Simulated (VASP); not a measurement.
# Al16Ru15 (a cell with a defect) in VASP: further runs

Aim: see how the results for Al16Ru15 (a cell with a defect) move with the level of theory and the settings. Levels: PBE, r2SCAN. Tasks: single point.

All numbers are computed with VASP 6.6.1; they aren't measurements. Logs are shortened: lines on timing, memory, paths and dates and some standing lists are left out, and cuts for length are marked.

### Step 1. The cell of the first run

The cell holds a defect, 31 atoms: a = 8.495 Å, b = 8.495 Å, c = 8.495 Å, α = 60.00°, β = 60.00°, γ = 60.00°.

### Step 2. Single point, PBE

Input file INCAR:

```
PREC     = Accurate       # precision mode
ENCUT    = 520            # plane-wave cutoff, eV
EDIFF    = 1E-6           # SCF threshold, eV
ISMEAR   = 1              # smearing method
SIGMA    = 0.1            # smearing width, eV
LREAL    = Auto         
LASPH    = T              # aspherical terms in the spheres
NELM     = 100            # most SCF steps
ALGO     = Normal         # electronic algorithm
ISIF     = 2              # what is computed and relaxed
LWAVE    = F              # write WAVECAR
LCHARG   = F              # write CHGCAR
GGA      = PE             # functional
NBANDS   = 150            # bands
```

Input file KPOINTS:

```
Automatic mesh
0
Gamma
  2 2 2
```

Input file POSCAR:

```
Al16Ru15
1.0
    0.0000000000      6.0068828200      6.0068828200
    6.0068828200      0.0000000000      6.0068828200
    6.0068828200      6.0068828200      0.0000000000
Al Ru
16 15
Direct
    0.0030433422      0.0046701427     -0.0174012051
    0.2495478179      0.2510664092      0.2179294218
    0.0028128566      0.0044213448      0.5094872984
    0.2495392444      0.2510736509      0.7814529001
    0.0012006227      0.4994151026     -0.0005089162
    0.2593480756      0.7343280420      0.2528881527
   -0.0322915405      0.5329039364      0.4992440488
    0.2395538656      0.7678726451      0.7460045641
    0.4977609169      0.0028538096     -0.0005178227
    0.7327339540      0.2610666875      0.2528181497
    0.5311321355     -0.0305175755      0.4992300649
    0.7662794727      0.2412733931      0.7459501266
    0.4961913840      0.4978017034      0.0161147642
    0.7494846553      0.7511302676      0.2513309391
    0.4959442508      0.4975712178      0.4896902583
    0.7494726691      0.7511429197      0.7476156327
    0.1129475171      0.1146305864      0.1361568928
    0.2493457164      0.2512536943      0.4999315935
    0.3859847228      0.3876667932      0.8631195506
    0.1234545474      0.6216866738      0.1287831015
    0.3755351266      0.8805181753      0.3733408104
    0.1232746704      0.6216661140      0.6256037637
    0.3756892830      0.8805349894      0.8699358147
    0.6200914204      0.1250794335      0.1287845166
    0.8789237543      0.3771586808      0.3733102621
    0.6200749393      0.1249249440      0.6255471619
    0.8789434817      0.3773392237      0.8699349824
    0.6251887397      0.6268797999      0.1238163824
    0.8859878176      0.8877318169      0.3629491477
    0.6128817742      0.6146277713      0.6360536928
    0.8737409497      0.8754320098      0.8752647018
```

Potentials or basis: VASP PAW PBE potentials, release 64 (Al, Ru_pv).

Command:

```bash
$ cat potpaw_PBE.64/Al/POTCAR potpaw_PBE.64/Ru_pv/POTCAR > POTCAR
$ mpirun -np 1 vasp_std > vasp.out
```

OUTCAR:

```text
PREC = Accurate
   ENCUT = 520
   EDIFF = 1E-6
   ISMEAR = 1
   LREAL = Auto
   LASPH = T
   NELM = 100
   ISIF = 2
   GGA = PE

 ion  position               nearest neighbor table
   1  0.003  0.005  0.983-  31 2.54  23 2.59  27 2.59  17 2.60  29 2.64  24 2.66  20 2.66   8 2.84
                            12 2.84   4 2.99  14 3.05   6 3.16  10 3.16
   2  0.250  0.251  0.218-  18 2.40  17 2.48  19 2.48  24 2.59  21 2.59  20 2.59  25 2.59   9 2.81
                             5 2.81   3 2.99  13 2.99
   3  0.003  0.004  0.509-  31 2.54  21 2.59  25 2.59  17 2.60  29 2.64  26 2.66  22 2.66   8 2.84
                            12 2.84   2 2.99  16 3.05   6 3.16  10 3.17
   4  0.250  0.251  0.781-  18 2.39  17 2.47  19 2.47  26 2.59  23 2.59  22 2.59  27 2.59   9 2.81
                             5 2.81   1 2.99  15 2.99
   5  0.001  0.499  0.999-  20 2.59  25 2.59  22 2.59  27 2.59  28 2.61  31 2.61  19 2.67  17 2.67
                             4 2.81   2 2.81  14 3.02  16 3.03   8 3.05  10 3.05
   6  0.259  0.734  0.253-  28 2.54  20 2.59  22 2.59  29 2.60  17 2.64  21 2.66  23 2.66  13 2.84
                            15 2.84   7 2.99   9 3.05   1 3.16   3 3.16
   7  0.968  0.533  0.499-  18 2.39  30 2.48  29 2.48  20 2.59  25 2.59  22 2.59  27 2.59  14 2.81
                            16 2.81  12 2.99   6 2.99
   8  0.240  0.768  0.746-  31 2.54  21 2.59  23 2.59  30 2.60  19 2.64  20 2.66  22 2.66   3 2.84
                             1 2.84  11 2.99   5 3.05  15 3.16  13 3.17
   9  0.498  0.003  0.999-  24 2.59  21 2.59  26 2.59  23 2.59  28 2.61  31 2.61  19 2.67  17 2.67
                             4 2.81   2 2.81  14 3.02  16 3.02  12 3.05   6 3.05
  10  0.733  0.261  0.253-  28 2.54  24 2.59  26 2.59  29 2.60  17 2.64  25 2.66  27 2.66  13 2.84
                            15 2.84  11 2.99   5 3.05   1 3.16   3 3.17
  11  0.531  0.969  0.499-  18 2.39  30 2.48  29 2.48  24 2.59  21 2.59  26 2.59  23 2.59  14 2.81
                            16 2.81  10 2.99   8 2.99
  12  0.766  0.241  0.746-  31 2.54  25 2.59  27 2.59  30 2.60  19 2.64  24 2.66  26 2.66   3 2.84
                             1 2.84   7 2.99   9 3.05  15 3.16  13 3.16
  13  0.496  0.498  0.016-  28 2.54  24 2.59  20 2.59  19 2.60  30 2.64  23 2.66  27 2.66  10 2.84
                             6 2.84   2 2.99  16 3.05  12 3.16   8 3.17
  14  0.749  0.751  0.251-  24 2.59  21 2.59  20 2.59  25 2.59  28 2.61  31 2.61  30 2.67  29 2.67
                             7 2.81  11 2.81   5 3.02   9 3.02   1 3.05  15 3.05
  15  0.496  0.498  0.490-  28 2.54  26 2.59  22 2.59  19 2.60  30 2.64  21 2.66  25 2.66  10 2.84
                             6 2.84   4 2.99  14 3.05  12 3.16   8 3.16
  16  0.749  0.751  0.748-  26 2.59  23 2.59  22 2.59  27 2.59  28 2.61  31 2.61  29 2.67  30 2.67
                             7 2.81  11 2.81   9 3.02   5 3.03   3 3.05  13 3.05
  17  0.113  0.115  0.136-   4 2.47   2 2.48   3 2.60   1 2.60  10 2.64   6 2.64   5 2.67   9 2.67
                            29 2.73  25 3.01  21 3.01  27 3.01  23 3.01  19 3.28
  18  0.249  0.251  0.500-   4 2.39   7 2.39  11 2.39   2 2.40  27 3.32  22 3.32  23 3.32  26 3.32
                            25 3.33  20 3.33  21 3.33  24 3.33
  19  0.386  0.388  0.863-   4 2.47   2 2.48  13 2.60  15 2.60   8 2.64  12 2.64   5 2.67   9 2.67
                            30 2.73  20 3.01  24 3.01  22 3.01  26 3.01  17 3.28
  20  0.123  0.622  0.129-   7 2.59   2 2.59   6 2.59  13 2.59   5 2.59  14 2.59   8 2.66   1 2.66
                            25 2.94  19 3.01  29 3.01  31 3.02  23 3.07  18 3.33
  21  0.376  0.881  0.373-  11 2.59   2 2.59   8 2.59   3 2.59   9 2.59  14 2.59   6 2.66  15 2.66
                            24 2.94  17 3.01  30 3.01  28 3.02  22 3.07  18 3.33
  22  0.123  0.622  0.626-   4 2.59  15 2.59   7 2.59   6 2.59  16 2.59   5 2.59   3 2.66   8 2.66
                            27 2.94  29 3.01  19 3.01  31 3.02  21 3.07  18 3.32
  23  0.376  0.881  0.870-   4 2.59   1 2.59  11 2.59   8 2.59  16 2.59   9 2.59  13 2.66   6 2.66
                            26 2.94  30 3.01  17 3.01  28 3.02  20 3.07  18 3.32
  24  0.620  0.125  0.129-  11 2.59   2 2.59  10 2.59  13 2.59   9 2.59  14 2.59  12 2.66   1 2.66
                            21 2.94  19 3.01  29 3.01  31 3.02  27 3.07  18 3.33
  25  0.879  0.377  0.373-   7 2.59   2 2.59  12 2.59   3 2.59   5 2.59  14 2.59  10 2.66  15 2.66
                            20 2.94  17 3.01  30 3.01  28 3.02  26 3.07  18 3.33
  26  0.620  0.125  0.626-   4 2.59  15 2.59  11 2.59  10 2.59  16 2.59   9 2.59   3 2.66  12 2.66
                            23 2.94  29 3.01  19 3.01  31 3.02  25 3.07  18 3.32
  27  0.879  0.377  0.870-   4 2.59   1 2.59   7 2.59  12 2.59  16 2.59   5 2.59  13 2.66  10 2.66
                            22 2.94  30 3.01  17 3.01  28 3.02  24 3.07  18 3.32
  28  0.625  0.627  0.124-  13 2.54  10 2.54   6 2.54  15 2.54   9 2.61   5 2.61  14 2.61  16 2.61
                            31 2.99  21 3.02  25 3.02  23 3.02  27 3.02
  29  0.886  0.888  0.363-   7 2.48  11 2.48  10 2.60   6 2.60   3 2.64   1 2.64  16 2.67  14 2.67
                            17 2.73  26 3.01  22 3.01  24 3.01  20 3.01  30 3.28
  30  0.613  0.615  0.636-   7 2.48  11 2.48   8 2.60  12 2.60  13 2.64  15 2.64  16 2.67  14 2.67
                            19 2.73  23 3.01  27 3.01  21 3.01  25 3.01  29 3.28
  31  0.874  0.875  0.875-   3 2.54   8 2.54  12 2.54   1 2.54   9 2.61   5 2.61  14 2.61  16 2.61
                            28 2.99  24 3.02  20 3.02  26 3.02  22 3.02

  LATTYP: Found a face centered cubic cell.
 ALAT       =    12.0137656400

  Lattice vectors:

 A1 = (   0.0000000000,   6.0068828200,   6.0068828200)
 A2 = (   6.0068828200,   0.0000000000,   6.0068828200)
 A3 = (   6.0068828200,   6.0068828200,   0.0000000000)

Analysis of symmetry for initial positions (statically):
=====================================================================
 Subroutine PRICEL returns:
 Original cell was already a primitive cell.
[... 132 lines left out ...]

 Found      8 irreducible k-points:

 Following reciprocal coordinates:
            Coordinates               Weight
  0.000000  0.000000  0.000000      1.000000
  0.500000  0.000000  0.000000      1.000000
  0.000000  0.500000  0.000000      1.000000
  0.000000  0.000000  0.500000      1.000000
  0.500000  0.500000  0.500000      1.000000
  0.500000  0.500000  0.000000      1.000000
  0.000000  0.500000  0.500000      1.000000
  0.500000  0.000000  0.500000      1.000000
   k-points           NKPTS =      8   k-points in BZ     NKDIM =      8   number of bands    NBANDS=    150
   number of dos      NEDOS =    301   number of ions     NIONS =     31
   total plane-waves  NPLWV = 262144
   dimension x,y,z NGX =    64 NGY =   64 NGZ =   64
   dimension x,y,z NGXF=   128 NGYF=  128 NGZF=  128
   ions per type =              16  15
   NGX,Y,Z   is equivalent  to a cutoff of  12.52, 12.52, 12.52 a.u.
   NGXF,Y,Z  is equivalent  to a cutoff of  25.05, 25.05, 25.05 a.u.
 SYSTEM =  unknown system
   PREC   = accura    normal or accurate (medium, high low for compatibility)
   ISTART =      0    job   : 0-new  1-cont  2-samecut
   ICHARG =      2    charge: 1-file 2-atom 10-const
   ISPIN  =      1    spin polarized calculation?
   LNONCOLLINEAR =      F non collinear calculations
   LSORBIT =      F    spin-orbit coupling
   LASPH  =      T    aspherical Exc in radial PAW
   ENCUT  =  520.0 eV  38.22 Ry    6.18 a.u.  15.80 15.80 15.80*2*pi/ulx,y,z
   NELM   =    100;   NELMIN=  2; NELMDL= -5     # of ELM steps
   EDIFF  = 0.1E-05   stopping-criterion for ELM
   LREAL  =      T    real-space projection
   EDIFFG = 0.1E-04   stopping-criterion for IOM
   NSW    =      0    number of steps for IOM
   IBRION =     -1    ionic relax: 0-MD 1-quasi-New 2-CG
   NFREE  =      0    steps in history (QN), initial steepest desc. (CG)
   ISIF   =      2    stress and relaxation
   ISYM   =      2    0-nonsym 1-usesym 2-fastsym
   POTIM  = 0.5000    time-step for ionic-motion
   TEBEG  =    0.0;   TEEND  =   0.0 temperature during run
   PSTRESS=    0.0 pullay stress
   NELECT =     258.0000    total number of electrons
   NUPDOWN=      -1.0000    fix difference up-down
   EMIN   =  10.00;   EMAX   =-10.00  energy-range for DOS
   EFERMI =   0.00;   METHOD = LEGACY
   ISMEAR =     1;   SIGMA  =   0.10  broadening in eV -4-tet -1-fermi 0-gaus
   EFERMI_NEDOS =   21; number of points for ismear=-14 and -15
   IALGO  =     38    algorithm
   IMIX   =      4    mixing-type and parameters
     AMIX     =   0.40;   BMIX     =  1.00
     AMIX_MAG =   1.60;   BMIX_MAG =  1.00
  volume/ion in A,a.u.               =      13.98        94.37
  Fermi-wavevector in a.u.,A,eV,Ry     =   1.377069  2.602282 25.800972  1.896318
  Thomas-Fermi vector in A             =   2.502256
   LORBIT       =      0    0 simple, 1 ext, 2 COOP (PROOUT), +10 PAW based schemes
   GGA     = PE    functional components
   LHFCALC =     F    Hartree Fock is set to
   AEXX    =    0.0000 exact exchange contribution
   IVDW    =     0    specifies the selected vdW correction
   LEPSILON=     F    determine dielectric tensor
   LRPA    =     F    only Hartree local field effects (RPA)
 non-spin polarized calculation
 Methfessel and Paxton  Order N= 1 SIGMA  =   0.10
  energy-cutoff  :      520.00
  volume of cell :      433.49
 maximum number of plane-waves:     11708
 NGX is ok and might be reduce to    64
   NGX = 31   NGY = 31   NGZ = 31

 number of electron     257.9999995 magnetization

 Free energy of the ion-electron system (eV)
  ---------------------------------------------------
  ext. energy  EPLUGINS =         0.00000000
  ---------------------------------------------------
  free energy    TOTEN  =      -215.44569129 eV

  energy without entropy =     -215.40609629  energy(sigma->0) =     -215.43249295

 E-fermi :  10.1452     XC(G=0): -12.2542

 val. band max:       10.1324761391   @ k =   0.5000   0.5000   0.0000
 cond. band min:      10.1491878938   @ k =   0.0000   0.0000   0.5000
 fundamental gap:      0.0167117546
 Fermi energy:        10.1452045499

 k-point     1 :       0.0000    0.0000    0.0000
  band No.  band energies     occupation
      1     -32.0008      2.00000
      2     -31.9597      2.00000
      3     -31.8747      2.00000
      4     -31.8746      2.00000
      5     -31.8616      2.00000
      6     -31.8613      2.00000
[... 1141 lines left out ...]
    140      12.1189     -0.00000
    141      12.1498      0.00000
 [bands above 141 left out]

------------------------ aborting loop because EDIFF is reached ----------------------------------------

  FORCE on cell =-STRESS in cart. coord.  units (eV):
  Direction    XX          YY          ZZ          XY          YZ          ZX
  --------------------------------------------------------------------------------------
  -------------------------------------------------------------------------------------
  Total        1.6290101      1.6342997     -2.0820118     -0.0000653      0.0008501     -0.0001145
  in kB        6.0208373      6.0403875     -7.6951358     -0.0002415      0.0031418     -0.0004231
  external PRESSURE =       1.4553630 kB  Pullay stress =       0.0000000 kB

 VOLUME and BASIS-vectors are now :
 -----------------------------------------------------------------------------
  energy-cutoff  :      520.00
  volume of cell :      433.49
      direct lattice vectors                 reciprocal lattice vectors
     0.000000000  6.006882820  6.006882820    -0.083237848  0.083237848  0.083237848
     6.006882820  0.000000000  6.006882820     0.083237848 -0.083237848  0.083237848
     6.006882820  6.006882820  0.000000000     0.083237848  0.083237848 -0.083237848

 POSITION                                       TOTAL-FORCE (eV/Angst)
 -----------------------------------------------------------------------------------
      5.93041      5.92064      0.04633        -0.001201     -0.000882     -0.005260
      2.81720      2.80808      3.00713         0.024552      0.019030      0.000892
      3.08699      3.07733      0.04346         0.002870      0.002748      0.003765
      6.20227      6.19305      3.00712        -0.006875     -0.010105      0.000940
      9.00375      6.01104      3.00714         0.002243     -0.003202      0.000726
      5.93009      3.07694      5.96890        -0.000508      0.001480      0.000839
[... 23 lines left out ...]
      7.51270      7.50221      7.37351        -0.006952     -0.004299     -0.010808
     10.51623     10.50607     10.50708        -0.000285      0.000761     -0.000492
 -----------------------------------------------------------------------------------
    total drift:                               -0.005682      0.007930     -0.005507

  FREE ENERGIE OF THE ION-ELECTRON SYSTEM (eV)
  ---------------------------------------------------
  free  energy   TOTEN  =      -215.4456912864 eV

  energy  without entropy=     -215.4060962868  energy(sigma->0) =     -215.43249295
```

Run time: 64 min. Hardware: 1 thread of Intel Xeon 8259CL, shared host; peak memory 0.76 GiB.

What came out:

```yaml
Free_energy: -215.4457 eV
Pressure: 0.1 GPa
Largest_force: 0.031 eV/Å
Band_gap_on_the_k_mesh: zero (bands 129 and 130 overlap by 0.13 eV)
```

Forces on the atoms (eV/Å):
```
Al  -0.001 -0.001 -0.005
Al   0.025  0.019  0.001
Al   0.003  0.003  0.004
Al  -0.007 -0.010  0.001
Al   0.002 -0.003  0.001
Al  -0.001  0.001  0.001
Al  -0.004  0.016  0.000
Al   0.005 -0.003 -0.002
Al  -0.005  0.002  0.000
Al   0.003 -0.002  0.001
Al   0.019 -0.006  0.001
Al   0.000  0.001 -0.003
Al   0.002  0.004 -0.004
Al  -0.010 -0.006  0.001
Al  -0.003 -0.001  0.005
Al   0.009  0.011  0.000
Ru  -0.007 -0.004 -0.016
Ru  -0.025 -0.012  0.000
Ru  -0.007 -0.004  0.014
Ru   0.007 -0.006  0.008
Ru  -0.006  0.003 -0.009
Ru   0.002  0.002  0.010
Ru   0.007  0.002 -0.009
Ru  -0.006  0.002  0.010
Ru   0.006 -0.005 -0.007
Ru   0.006  0.001  0.009
Ru   0.001  0.003 -0.009
Ru   0.000  0.000  0.000
Ru  -0.007 -0.004  0.009
Ru  -0.007 -0.004 -0.011
Ru   0.000  0.001  0.000
```

Stress tensor (GPa, compression positive):
```
 0.60  0.00  0.00
 0.00  0.60  0.00
 0.00  0.00 -0.77
```

Caveat: the k points lie up to 0.45 Å⁻¹ apart.

### Step 3. Single point, r2SCAN

Input file POSCAR:

```
Al16Ru15
1.0
    0.0000000000      6.0068828200      6.0068828200
    6.0068828200      0.0000000000      6.0068828200
    6.0068828200      6.0068828200      0.0000000000
Al Ru
16 15
Direct
    0.0030434200      0.0046701400     -0.0174012800
    0.2495478900      0.2510664100      0.2179293400
    0.0028128200      0.0044213500      0.5094872700
    0.2495391900      0.2510736600      0.7814529400
    0.0012007000      0.4994151000     -0.0005089300
    0.2593481000      0.7343280200      0.2528881500
   -0.0322915200      0.5329039400      0.4992441000
    0.2395539200      0.7678726500      0.7460045900
    0.4977609400      0.0028537100     -0.0005178100
    0.7327339400      0.2610666900      0.2528181900
    0.5311321800     -0.0305176300      0.4992300400
    0.7662795300      0.2412733900      0.7459500800
    0.4961914200      0.4978017400      0.0161148100
    0.7494847100      0.7511302800      0.2513308800
    0.4959442400      0.4975712000      0.4896903300
    0.7494726500      0.7511429600      0.7476156700
    0.1129475700      0.1146306100      0.1361569000
    0.2493456300      0.2512537200      0.4999316100
    0.3859847000      0.3876667600      0.8631195400
    0.1234544900      0.6216866700      0.1287831800
    0.3755351000      0.8805181800      0.3733408500
    0.1232747000      0.6216661500      0.6256037800
    0.3756893500      0.8805349700      0.8699357900
    0.6200914800      0.1250794200      0.1287845100
    0.8789237900      0.3771586900      0.3733102000
    0.6200749000      0.1249250500      0.6255471400
    0.8789434700      0.3773392800      0.8699349800
    0.6251887300      0.6268797900      0.1238163700
    0.8859878400      0.8877318200      0.3629490800
    0.6128817900      0.6146278000      0.6360537200
    0.8737409500      0.8754319800      0.8752646700
```

Input file INCAR.step1:

```
ALGO = Normal
EDIFF = 1E-4
ENCUT = 520
GGA = PE
ISMEAR = 1
LASPH = T
LCHARG = F
LREAL = Auto
LWAVE = T
NBANDS = 150
NELM = 80
PREC = Accurate
SIGMA = 0.1
```

Input file INCAR.step2:

```
ALGO = Normal
EDIFF = 1E-6
ENCUT = 520
ISIF = 2
ISMEAR = 1
ISTART = 1
LASPH = T
LCHARG = F
LMIXTAU = T
LREAL = Auto
LWAVE = F
METAGGA = R2SCAN
NBANDS = 150
NELM = 80
PREC = Accurate
SIGMA = 0.1
```

Input file KPOINTS:

```
k-points
0
Gamma
  2 2 2
```

Potentials or basis: VASP PAW PBE potentials, release 64 (Al, Ru_pv).

Command:

```bash
$ cat potpaw_PBE.64/Al/POTCAR potpaw_PBE.64/Ru_pv/POTCAR > POTCAR
$ cp INCAR.step1 INCAR
$ mpirun -np 1 vasp_std > vasp.out
$ cp INCAR.step2 INCAR
$ mpirun -np 1 vasp_std > vasp.out
```

It took 2.1 h on 1 thread of Oxide Virtual Turin-like, shared host; peak memory 0.79 GiB.

Results (log left out):

```yaml
Free_energy: -508.5343 eV
Pressure: -4.0 GPa
Largest_force: 0.085 eV/Å
Band_gap_on_the_k_mesh: zero (bands 129 and 130 overlap by 0.19 eV)
```

Forces on the atoms (eV/Å):
```
Al   0.026  0.025 -0.058
Al   0.016  0.011  0.001
Al  -0.023 -0.023 -0.049
Al   0.000 -0.003  0.001
Al   0.013 -0.014  0.000
Al   0.026 -0.024  0.054
Al   0.004  0.009  0.000
Al  -0.022  0.024 -0.055
Al  -0.015  0.013  0.000
Al  -0.023  0.025  0.054
Al   0.013  0.001  0.001
Al   0.026 -0.025 -0.055
Al  -0.024 -0.022  0.049
Al  -0.021 -0.017  0.000
Al   0.024  0.025  0.057
Al   0.019  0.022  0.000
Ru  -0.008 -0.005 -0.084
Ru  -0.026 -0.013  0.000
Ru  -0.008 -0.005  0.082
Ru   0.008  0.050 -0.057
Ru   0.050  0.003  0.056
Ru  -0.053  0.002 -0.054
Ru   0.008 -0.053  0.056
Ru   0.050  0.002 -0.056
Ru   0.007  0.051  0.059
Ru   0.007 -0.053 -0.056
Ru  -0.054  0.003  0.055
Ru  -0.001  0.000 -0.032
Ru  -0.008 -0.005  0.077
Ru  -0.007 -0.004 -0.079
Ru  -0.001  0.001  0.031
```

Stress tensor (GPa, compression positive):
```
-3.49  0.00  0.00
 0.00 -3.49  0.00
 0.00  0.00 -5.06
```

Levels at points of the mesh, in eV from the Fermi level:
```tsv
k point	band 126	band 127	band 128	band 129	band 130	band 131	band 132	band 133
(0.00, 0.00, 0.00)	-0.49	-0.20	-0.14	-0.09	-0.09	-0.01	-0.01	0.70
(0.50, 0.00, 0.00)	-0.40	-0.36	-0.35	-0.23	0.02	0.04	0.06	0.29
(0.00, 0.50, 0.00)	-0.40	-0.36	-0.35	-0.23	0.02	0.04	0.06	0.29
(0.00, 0.00, 0.50)	-0.40	-0.36	-0.35	-0.23	0.02	0.04	0.06	0.29
(0.50, 0.50, 0.50)	-0.40	-0.36	-0.35	-0.23	0.02	0.04	0.06	0.29
(0.50, 0.50, 0.00)	-0.08	0.04	0.10	0.10	0.22	0.22	0.51	0.76
(0.00, 0.50, 0.50)	-0.32	-0.22	-0.08	0.06	0.35	0.48	0.84	1.04
(0.50, 0.00, 0.50)	-0.32	-0.22	-0.08	0.06	0.35	0.48	0.83	1.04
```

Caveat: the k points lie up to 0.45 Å⁻¹ apart; the PAW data sets were made with another functional, which shifts forces and pressure a little.

The gap in the log of VASP goes by the Fermi energy; the results here count the filled bands.